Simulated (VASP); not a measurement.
A run of VASP 6.6.1:

INCAR

```
SYSTEM = Os
PREC = Accurate ; ENCUT = 520
EDIFF = 1E-6 ; ISMEAR = -1
SIGMA = 0.1 ; LREAL = .FALSE.
LASPH = .TRUE. ; NELM = 80
ALGO = Normal ; ISIF = 2
LWAVE = .FALSE. ; LCHARG = .TRUE.
GGA = PE ; LELF = .TRUE.
LVHAR = .TRUE. ; NBANDS = 10
```

File KPOINTS:

```
regular mesh
0
G
  14 14 14
  0 0 0
```

The input POSCAR:

```
Os
1.0
    2.4875102744      0.0000000000      0.0000000000
    0.0000000000      2.4875102744      0.0000000000
    0.0000000000      0.0000000000      2.4875102744
Os
1
Direct
    0.0000000000      0.0000000000      0.0000000000
```

Potentials or basis: VASP PAW PBE potentials, release 64 (Os).

The run is started by

```sh
$ cat potpaw_PBE.64/Os/POTCAR > POTCAR
$ mpirun -np 1 vasp_std > vasp.out
```

Hardware: 1 thread of Intel(R) Xeon(R) 6975P-C (Granite Rapids) (shared host).

How long does it take, and how much memory?

Wall time 6.4 s on 1 thread of Intel(R) Xeon(R) 6975P-C (Granite Rapids), with other jobs on the host, peak memory 0.13 GiB. Counts: scf iterations 11, k points 120.
